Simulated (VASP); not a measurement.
Here is a VASP 6.6.1 calculation.

Contents of INCAR:

```
SYSTEM = Ni
PREC = Accurate ; ENCUT = 520
EDIFF = 1E-7 ; ISMEAR = -1
SIGMA = 0.1 ; LREAL = .FALSE.
LASPH = .TRUE. ; NELM = 150
ALGO = Normal ; ISIF = 2
LWAVE = .FALSE. ; LCHARG = .FALSE.
ISPIN = 2 ; MAGMOM = 1 1 1 1 1
LORBIT = 11 ; LMAXMIX = 4
LDIPOL = .TRUE. ; IDIPOL = 3
DIPOL = 0.5 0.5 0.500 ; GGA = CA
NBANDS = 37
```

Contents of KPOINTS:

```
regular mesh
0
G
  15 15 1
  0 0 0
```

File POSCAR:

```
Ni
1.0
    2.4218354248      0.0000000000      0.0000000000
   -1.2109177124      2.0973710016      0.0000000000
    0.0000000000      0.0000000000     14.8588000000
Ni
5
Direct
    0.3333333333      0.1666666667      0.2355522419
    0.6666666667      0.8333333333      0.3669296417
    1.0000000000      0.5000000000      0.4999999558
    0.3333333333      0.1666666667      0.6330703104
    0.6666666667      0.8333333333      0.7644477581
```

Potentials or basis: VASP PAW LDA potentials, release 64 (Ni).

Run with:

```console
$ cat potpaw_LDA.64/Ni/POTCAR > POTCAR
$ mpirun -np 1 vasp_std > vasp.out
```

Problem. Estimate the largest force.

Solution. 0.009 eV/Å.

Problem. Estimate the net moment.

Solution. 2.99 μB per cell.

Problem. What does it give for the site moments?

Solution. Ni +0.60, +0.61, +0.57 (each value once) μB.

Forces on the atoms (eV/Å):
```
Ni   0.000  0.000 -0.004
Ni   0.000  0.000  0.009
Ni   0.000  0.000  0.000
Ni   0.000  0.000 -0.009
Ni   0.000  0.000  0.004
```
